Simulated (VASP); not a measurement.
# Al3Si8N3 in VASP: further runs, part 2 of 2

VASP 6.6.1. The steps go on from the part before.

### Step 3. Single point, PBE

INCAR reads:

```
PREC = Accurate
ENCUT = 520
EDIFF = 1E-6
ISMEAR = -1
SIGMA = 0.3447
LREAL = False
LASPH = True
NELM = 120
ALGO = Normal
ISIF = 2
LWAVE = False
LCHARG = False
GGA = PE
NBANDS = 41
ISYM = -1
GGA_COMPAT = False
```

KPOINTS reads:

```
explicit points
1
Reciprocal
  0.25000000   0.25000000   0.25000000 1
```

POSCAR reads:

```
Al3Si8N3
1.0
    5.7732050000     -0.0648510000     -0.2515370000
   -0.0648510000      5.9471390000      0.0684970000
   -0.2515370000      0.0684970000      6.5273540000
Al N Si
3 3 8
Direct
    0.3560225093      0.9779538109     -0.0532261722
    0.1466954014      0.3200356457      0.2048684413
    0.1268774685      0.9972559256      0.5314907601
    0.9374586043      0.4910993191      0.9710675558
    0.6736516041      0.4592352675      0.9420560100
    1.1031494174      0.0377125639      0.1047123685
    0.8989511488      0.6017501639      0.7092283327
    0.9137618564      0.7746723377      0.0930449283
    0.8050438015      0.0070275743      0.7090811889
    0.3959645486      0.5564609780      0.8919064030
    0.7560427535      0.7585789764      0.3898201847
    0.2580393362      0.6053820587      0.4463532368
    0.6428679387      0.1686454971      0.3742414403
    0.5123559217      0.2677758505      0.7117332121
```

Potentials or basis: VASP PAW PBE potentials, release 64 (Al, N, Si).

Run with:

```sh
> cat potpaw_PBE.64/Al/POTCAR potpaw_PBE.64/N/POTCAR potpaw_PBE.64/Si/POTCAR > POTCAR
> mpirun -np 1 vasp_std > vasp.out
```

OUTCAR:

```text
PREC = Accurate
   ENCUT = 520
   EDIFF = 1E-6
   ISMEAR = -1
   LREAL = False
   LASPH = True
   NELM = 120
   ISIF = 2
   GGA = PE
   ISYM = -1

 ion  position               nearest neighbor table
   1  0.356  0.978  0.947-   6 1.90  14 2.49  10 2.56   3 2.92   2 3.01   8 3.02   9 3.13
   2  0.147  0.320  0.205-   6 1.82   4 2.12  12 2.38   3 2.85  10 2.91   1 3.01   8 3.09  13 3.13

   3  0.127  0.997  0.531-   9 2.27  12 2.55  11 2.66   2 2.85  14 2.90   1 2.92   7 2.93  13 3.09

   4  0.937  0.491  0.971-   5 1.53   7 1.82   8 1.89   2 2.12
   5  0.674  0.459  0.942-   4 1.53  10 1.72  14 2.06   7 2.22
   6  0.103  0.038  0.105-   2 1.82   8 1.89   1 1.90
   7  0.899  0.602  0.709-   4 1.82   5 2.22  11 2.36   9 2.48   8 2.73  12 2.80   3 2.93  14 2.96
                            10 3.03
   8  0.914  0.775  0.093-   6 1.89   4 1.89  11 2.21   7 2.73   9 2.87   1 3.02  12 3.09   2 3.09

   9  0.805  0.007  0.709-   3 2.27  14 2.32   7 2.48  13 2.49  11 2.58   8 2.87   1 3.13
  10  0.396  0.556  0.892-   5 1.72  14 2.25   1 2.56   2 2.91  12 2.96   7 3.03
  11  0.756  0.759  0.390-   8 2.21   7 2.36  13 2.54   9 2.58   3 2.66  12 3.05  12 3.05
  12  0.258  0.605  0.446-   2 2.38   3 2.55   7 2.80  14 2.96  10 2.96  11 3.05  11 3.05   8 3.09

  13  0.643  0.169  0.374-  14 2.48   9 2.49  11 2.54   3 3.09   2 3.13
  14  0.512  0.268  0.712-   5 2.06  10 2.25   9 2.32  13 2.48   1 2.49   3 2.90   7 2.96  12 2.96

IMPORTANT INFORMATION: All symmetrisations will be switched off!
NOSYMM: (Re-)initialisation of all symmetry stuff for point group C_1.

----------------------------------------------------------------------------------------

                                     Primitive cell

  volume of cell :     223.6819

  direct lattice vectors                    reciprocal lattice vectors
     5.773205000 -0.064851000 -0.251537000     0.173524922  0.001815417  0.006667876
    -0.064851000  5.947139000  0.068497000     0.001815417  0.168187398 -0.001694973
    -0.251537000  0.068497000  6.527354000     0.006667876 -0.001694973  0.153476174

  length of vectors
     5.779045984  5.947887001  6.532557917     0.173662474  0.168205735  0.153630301

[... 104 lines left out ...]
  ext. energy  EPLUGINS =         0.00000000
  ---------------------------------------------------
  free energy    TOTEN  =       -73.52547998 eV

  energy without entropy =      -71.63803167  energy(sigma->0) =      -72.58175583

 E-fermi :   6.9294     XC(G=0): -10.0608

 val. band max:        6.7412617397   @ k =   0.2500   0.2500   0.2500
 cond. band min:       7.2678113066   @ k =   0.2500   0.2500   0.2500
 fundamental gap:      0.5265495669
 Fermi energy:         6.9293821106

 k-point     1 :       0.2500    0.2500    0.2500
  band No.  band energies     occupation
      1     -12.9029      2.00000
      2      -8.5550      2.00000
      3      -7.8517      2.00000
      4      -4.9643      2.00000
      5      -3.2496      2.00000
      6      -2.9809      2.00000
[... 32 lines left out ...]
     39      10.4486      0.00007
     40      10.7586      0.00003
 [bands above 40 left out]

------------------------ aborting loop because EDIFF is reached ----------------------------------------

  FORCE on cell =-STRESS in cart. coord.  units (eV):
  Direction    XX          YY          ZZ          XY          YZ          ZX
  --------------------------------------------------------------------------------------
  -------------------------------------------------------------------------------------
  Total       -0.1694207      1.2065905      3.1052186     -6.5544533      1.5484829     -2.5875961
  in kB       -1.2135178      8.6425038     22.2418988    -46.9478979     11.0913932    -18.5342990
  external PRESSURE =       9.8902949 kB  Pullay stress =       0.0000000 kB

 VOLUME and BASIS-vectors are now :
 -----------------------------------------------------------------------------
  energy-cutoff  :      520.00
  volume of cell :      223.68
      direct lattice vectors                 reciprocal lattice vectors
     5.773205000 -0.064851000 -0.251537000     0.173524922  0.001815417  0.006667876
    -0.064851000  5.947139000  0.068497000     0.001815417  0.168187398 -0.001694973
    -0.251537000  0.068497000  6.527354000     0.006667876 -0.001694973  0.153476174

 POSITION                                       TOTAL-FORCE (eV/Angst)
 -----------------------------------------------------------------------------------
      1.75382      5.85779      6.15736         0.107668     -0.386588      0.717128
      0.77462      1.90782      1.32227        -0.819870      0.241660     -1.210919
      0.53413      5.95900      3.50562         1.904560      0.352049     -1.393376
      5.13603      2.92636      6.13633        -0.126743      1.009619      1.749763
      3.62239      2.75198      6.01114         0.320124     -1.806365     -1.352246
      0.56672      0.22476      0.66013        -0.473474     -2.035959     -0.449930
      4.97241      3.56897      4.44448         1.031654     -0.328916     -0.027283
      5.20169      4.55420      0.43055         1.296483      1.907675     -1.453601
      4.46887      0.03816      4.42641        -0.460588     -0.759164      1.876770
      2.02555      3.34477      5.76031        -1.075025      2.047205      1.371606
      4.21754      4.48905      2.40628        -2.337019     -0.211877      0.170389
      1.33818      3.61413      2.89007         0.484820      0.088876      1.117503
      3.60634      0.98690      2.29265        -0.115883      0.087017     -0.241146
      2.76154      1.60802      4.53520         0.263293     -0.205232     -0.874657
 -----------------------------------------------------------------------------------
    total drift:                                0.000971     -0.000914      0.000797

  FREE ENERGIE OF THE ION-ELECTRON SYSTEM (eV)
  ---------------------------------------------------
  free  energy   TOTEN  =       -73.5254799787 eV

  energy  without entropy=      -71.6380316721  energy(sigma->0) =      -72.58175583
```

OSZICAR:

```text
N       E                     dE             d eps       ncg     rms          rms(c)
DAV:   1     0.156848684931E+03    0.15685E+03   -0.22657E+04    82   0.116E+03
DAV:   2    -0.588351849478E+02   -0.21568E+03   -0.20612E+03    99   0.191E+02
DAV:   3    -0.786127156841E+02   -0.19778E+02   -0.19340E+02   108   0.554E+01
DAV:   4    -0.790537093017E+02   -0.44099E+00   -0.43707E+00   100   0.924E+00
DAV:   5    -0.790637390275E+02   -0.10030E-01   -0.10019E-01   108   0.136E+00    0.163E+01
DAV:   6    -0.736891487431E+02    0.53746E+01   -0.23184E+01   124   0.266E+01    0.899E+00
DAV:   7    -0.735920681016E+02    0.97081E-01   -0.50083E+00    92   0.108E+01    0.465E+00
DAV:   8    -0.735606091032E+02    0.31459E-01   -0.11599E+00   108   0.434E+00    0.183E+00
DAV:   9    -0.735234797756E+02    0.37129E-01   -0.20782E-01   124   0.255E+00    0.553E-01
DAV:  10    -0.735253483490E+02   -0.18686E-02   -0.43265E-02   100   0.945E-01    0.323E-01
DAV:  11    -0.735254848760E+02   -0.13653E-03   -0.72061E-03   100   0.377E-01    0.143E-01
DAV:  12    -0.735254514942E+02    0.33382E-04   -0.93703E-04   100   0.182E-01    0.615E-02
DAV:  13    -0.735254827074E+02   -0.31213E-04   -0.24846E-04   100   0.755E-02    0.202E-02
DAV:  14    -0.735254798120E+02    0.28954E-05   -0.42510E-05   108   0.358E-02    0.102E-02
DAV:  15    -0.735254802676E+02   -0.45555E-06   -0.13960E-05   100   0.203E-02    0.771E-03
DAV:  16    -0.735254799787E+02    0.28883E-06   -0.19997E-06    84   0.706E-03
   1 F= -.73525480E+02 E0= -.72581756E+02  d E =-.188745E+01
```

Wall time 26 s (1 thread of Intel Xeon 8259CL, shared host); peak memory 0.33 GiB.

Results:

- Free energy: -73.5255 eV
- Pressure: 1.0 GPa
- Largest force: 2.726 eV/Å

Forces on the atoms (eV/Å):
```
Al   0.108 -0.387  0.717
Al  -0.820  0.242 -1.211
Al   1.905  0.352 -1.393
N   -0.127  1.010  1.750
N    0.320 -1.806 -1.352
N   -0.473 -2.036 -0.450
Si   1.032 -0.329 -0.027
Si   1.296  1.908 -1.454
Si  -0.461 -0.759  1.877
Si  -1.075  2.047  1.372
Si  -2.337 -0.212  0.170
Si   0.485  0.089  1.118
Si  -0.116  0.087 -0.241
Si   0.263 -0.205 -0.875
```

Levels at points of the mesh, in eV from the Fermi level:
```tsv
k point	band 25	band 26	band 27	band 28	band 29	band 30	band 31	band 32
(0.25, 0.25, 0.25)	-1.50	-0.97	-0.81	-0.19	0.34	0.65	0.84	1.19
```

Caveat: the atoms stand as in a frame of molecular dynamics; so wide a smearing shifts energies and pressures.

### Step 4. Single point, PBE

INCAR reads:

```
SYSTEM = Al3Si8N3
PREC = Accurate ; ENCUT = 520
EDIFF = 1E-6 ; ISMEAR = -1
SIGMA = 0.3447 ; LREAL = .False.
LASPH = .True. ; NELM = 120
ALGO = Normal ; ISIF = 2
LWAVE = .False. ; LCHARG = .False.
GGA = PE ; ISYM = -1
NBANDS = 41 ; GGA_COMPAT = .False.
```

KPOINTS is that of step 3.

POSCAR reads:

```
Al3Si8N3
1.0
    5.7732050000     -0.0648510000     -0.2515370000
   -0.0648510000      5.9471390000      0.0684970000
   -0.2515370000      0.0684970000      6.5273540000
Al N Si
3 3 8
Direct
    0.4390867015      0.8872918975      0.1431152223
    0.0885246689      0.0861666138      0.3158106754
    0.0773428907      0.9664327609      0.7245543683
    0.8707796983      0.2752868804      1.1684685690
    0.7464315657      0.2693112635      0.9821352026
    1.1835659202     -0.1434626404      0.1778719802
    0.8637699122      0.4743738709      0.8037869411
    1.0493662407      0.6021360800      0.1132529232
    0.7158582197     -0.1710166628      0.8931046114
    0.3312064987      0.4953692037      0.8682652090
    0.6992268117      0.6756391755      0.5178397185
    0.1993747691      0.5222100688      0.4974201351
    0.5830878603      0.2016059638      0.3939317168
    0.4957085632      0.1790049666      0.7866735498
```

Potentials or basis: VASP PAW PBE potentials, release 64 (Al, N, Si).

Run with:

```sh
> cat potpaw_PBE.64/Al/POTCAR potpaw_PBE.64/N/POTCAR potpaw_PBE.64/Si/POTCAR > POTCAR
> mpirun -np 1 vasp_std > vasp.out
```

OUTCAR:

```text
SYSTEM = Al3Si8N3
   PREC = Accurate
   ENCUT = 520
   EDIFF = 1E-6
   ISMEAR = -1
   LREAL = .False.
   LASPH = .True.
   NELM = 120
   ISIF = 2
   GGA = PE
   ISYM = -1

 ion  position               nearest neighbor table
   1  0.439  0.887  0.143-   6 1.52   9 2.41  13 2.59   2 2.71   8 2.79  14 2.91  10 3.00  11 3.03
                             3 3.33
   2  0.089  0.086  0.316-   6 1.77   4 1.90   1 2.71   3 2.75  12 2.91  13 2.93  13 3.10   8 3.19

   3  0.077  0.966  0.725-   9 2.55  14 2.71   2 2.75  11 3.01  12 3.18   7 3.20   1 3.33
   4  0.871  0.275  0.168-   5 1.36   2 1.90   8 2.22  13 2.34
   5  0.746  0.269  0.982-   4 1.36   7 1.83  14 1.93
   6  0.184  0.857  0.178-   1 1.52   8 1.73   2 1.77
   7  0.864  0.474  0.804-   5 1.83  11 2.34   8 2.34   9 2.40  10 2.70  14 2.72  12 2.90  10 3.15
                             3 3.20
   8  0.049  0.602  0.113-   6 1.73   4 2.22   7 2.34  10 2.48  12 2.62   9 2.68   1 2.79   2 3.19

[... 185 lines left out ...]

------------------------ aborting loop because EDIFF is reached ----------------------------------------

  FORCE on cell =-STRESS in cart. coord.  units (eV):
  Direction    XX          YY          ZZ          XY          YZ          ZX
  --------------------------------------------------------------------------------------
  -------------------------------------------------------------------------------------
  Total       14.4485277      6.2095829     -3.6062087     -4.8650609      3.7404098     -3.4820797
  in kB      103.4911645     44.4776782    -25.8303647    -34.8472060     26.7916136    -24.9412599
  external PRESSURE =      40.7128260 kB  Pullay stress =       0.0000000 kB

 VOLUME and BASIS-vectors are now :
 -----------------------------------------------------------------------------
  energy-cutoff  :      520.00
  volume of cell :      223.68
      direct lattice vectors                 reciprocal lattice vectors
     5.773205000 -0.064851000 -0.251537000     0.173524922  0.001815417  0.006667876
    -0.064851000  5.947139000  0.068497000     0.001815417  0.168187398 -0.001694973
    -0.251537000  0.068497000  6.527354000     0.006667876 -0.001694973  0.153476174

 POSITION                                       TOTAL-FORCE (eV/Angst)
 -----------------------------------------------------------------------------------
      2.44140      5.25818      0.88449        11.545218      1.372838     -1.686566
      0.42605      0.52834      2.04504        -0.385683      1.468215      1.621162
      0.20159      5.79212      4.77617         0.007800      0.129921     -0.613950
      4.96696      1.59224      0.89948        -0.278991      0.875349      0.235324
      4.04479      1.62050      6.24144         0.282149      0.359940     -0.659449
      0.95947      5.09423      1.17353       -10.750364     -1.453661      1.471824
      4.75378      2.82021      5.06182         1.248985     -1.194746     -0.973968
      0.21747      3.58554      0.76807        -0.229712     -0.936018      1.144545
      3.85439      4.94483      5.70633         0.075221      0.448033     -0.833417
      1.66160      2.98402      5.61810        -1.598770      1.652608      0.419617
      3.86271      4.00824      3.25052         0.207787      0.229715     -1.003927
      0.99205      3.12680      3.23246        -0.338242     -1.038927      0.373282
      3.25412      1.18815      2.43847        -0.262800      0.518823      0.717267
      2.65234      1.08631      5.02247         0.477402     -2.432090     -0.211745
 -----------------------------------------------------------------------------------
    total drift:                               -0.000215     -0.000007     -0.000353

  FREE ENERGIE OF THE ION-ELECTRON SYSTEM (eV)
  ---------------------------------------------------
  free  energy   TOTEN  =       -72.2792319098 eV

  energy  without entropy=      -70.2067491116  energy(sigma->0) =      -71.24299051
```

Run time: 28 s. Hardware: 1 thread of Intel Xeon 8259CL, shared host; peak memory 0.33 GiB.

What came out:

```yaml
Free_energy: -72.2792 eV
Pressure: 4.1 GPa
Largest_force: 11.748 eV/Å
```

Forces on the atoms (eV/Å):
```
Al   11.545   1.373  -1.687
Al   -0.386   1.468   1.621
Al    0.008   0.130  -0.614
N    -0.279   0.875   0.235
N     0.282   0.360  -0.659
N   -10.750  -1.454   1.472
Si    1.249  -1.195  -0.974
Si   -0.230  -0.936   1.145
Si    0.075   0.448  -0.833
Si   -1.599   1.653   0.420
Si    0.208   0.230  -1.004
Si   -0.338  -1.039   0.373
Si   -0.263   0.519   0.717
Si    0.477  -2.432  -0.212
```

Caveat: the atoms stand as in a frame of molecular dynamics; so wide a smearing shifts energies and pressures.

### Step 5. Single point, PBE

INCAR reads:

```
ALGO = Normal
EDIFF = 1E-6
ENCUT = 520
GGA = PE
GGA_COMPAT = False
ISIF = 2
ISMEAR = -1
ISYM = -1
LASPH = True
LCHARG = False
LREAL = False
LWAVE = False
NBANDS = 41
NELM = 120
PREC = Accurate
SIGMA = 0.2482
```

KPOINTS is that of step 4.

POSCAR reads:

```
Al3Si8N3
1.0
    5.7732050000     -0.0648510000     -0.2515370000
   -0.0648510000      5.9471390000      0.0684970000
   -0.2515370000      0.0684970000      6.5273540000
Al N Si
3 3 8
Direct
    0.5470721006      0.8238266881      0.1209738614
    0.1626437282      0.1064271432      0.2591733152
    0.1040601133      1.0248370399      0.8174529382
    0.8727263823      0.2908449386      0.2904492341
    0.5641486162      0.3210218988      0.9622720345
    0.1546345531      0.8297541310      0.1496423578
    0.8037395249      0.4577217341      0.8698415412
   -0.0542155544      0.5991984158      0.1729243562
    0.6287255699      0.8701064287      0.6611326831
    0.2422836870      0.3863118341      0.9180426112
    0.9550865208      0.8062667809      0.5563995369
    0.3488659645      0.6563956733      0.6061725109
    0.6105195869      0.1837867958      0.1703605199
    0.5189754121      0.2779160218      0.6288868513
```

Run with:

```sh
> cat potpaw_PBE.64/Al/POTCAR potpaw_PBE.64/N/POTCAR potpaw_PBE.64/Si/POTCAR > POTCAR
> mpirun -np 1 vasp_std > vasp.out
```

Run time: 28 s. Hardware: 1 thread of Intel Xeon 8259CL, shared host; peak memory 0.33 GiB.

The run converged. Its results:

* Free energy: -74.1131 eV
* Pressure: 5.2 GPa
* Largest force: 6.436 eV/Å

Forces in eV/Å, atoms in the order of the input:
```
Al  -1.315 -3.203 -0.395
Al  -0.978  2.130  1.075
Al   0.467 -0.077  1.416
N    1.168  0.335 -1.203
N   -1.485  3.428 -4.010
N    0.607 -0.811 -1.549
Si   1.143  0.258 -1.627
Si   0.079 -0.053  0.970
Si   0.604  4.134  2.587
Si   0.297  0.296  0.122
Si   3.276 -1.695 -2.508
Si  -4.953 -4.105  0.192
Si   1.487  0.014  5.871
Si  -0.397 -0.651 -0.943
```

Stress tensor (GPa, compression positive):
```
 1.99 -0.55  3.31
-0.55  9.54  2.88
 3.31  2.88  3.96
```

Levels at points of the mesh, in eV from the Fermi level:
| k point | band 24 | band 25 | band 26 | band 27 | band 28 | band 29 | band 30 | band 31 | band 32 | band 33 |
| --- | --- | --- | --- | --- | --- | --- | --- | --- | --- | --- |
| (0.25, 0.25, 0.25) | -2.05 | -1.45 | -0.95 | -0.69 | -0.21 | 0.15 | 1.00 | 1.27 | 1.57 | 1.86 |

Caveat: the atoms stand as in a frame of molecular dynamics.

### Step 6. Overview

| cell | smearing | pressure (GPa) | largest force (eV/Å) |
| --- | --- | --- | --- |
| as given, atomic positions A | fermi-dirac 0.3447 eV | -2.2 | 3.76 |
| as given, atomic positions B | fermi-dirac 0.3447 eV | 1.0 | 2.73 |
| as given, atomic positions C | fermi-dirac 0.3447 eV | 4.1 | 11.75 |
| as given, atomic positions D | fermi-dirac 0.2482 eV | 5.2 | 6.44 |

Alike in all rows: task single point; level PBE; potentials or basis VASP PAW PBE potentials, release 64 (Al, N, Si); no spin polarisation; k mesh 1 × 1 × 1, shifted; cutoff (eV) 520.

Caveats: the atoms stand as in a frame of molecular dynamics; so wide a smearing shifts energies and pressures (at least some runs).

Total energies depend on the potentials used, so only differences within one code and one set of settings carry meaning.
